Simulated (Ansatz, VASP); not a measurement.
**Ir in VASP and in Ansatz**

```
Ir
1.0
     2.55182    0.00000    0.00000
     0.00000    2.55182    0.00000
     0.00000    0.00000    2.55182
Ir
1
Direct
  0.00000 0.00000 0.00000
```

Alike in both runs: task relaxation of cell and atoms; functional PBE; k mesh 14 × 14 × 14; occupations fermi-dirac, width 0.05 eV; no spin polarisation.

|  | VASP | Ansatz |
| --- | --- | --- |
| version | VASP 6.6.1 | Ansatz 0.2.0 |
| potentials or method | VASP PAW PBE potentials, release 64 (Ir) | PAW with Ansatz's earlier generated frozen-core files (soft_1), scalar-relativistic |
| plane-wave cutoff (eV) | 500 | 420 |
| valence electrons in the cell | 9 | 17 |

```tsv
	VASP	Ansatz	Ansatz less VASP
relaxed volume (Å³/atom)	16.99	16.97	-0.013
relaxed cell length with the largest relative difference (Å)	2.571	2.570	-0.0006
```

VASP's potentials hold 9 valence electrons a cell and Ansatz's 17, so a difference there can come from the potentials and not from the codes.

Spin-orbit coupling is off throughout.
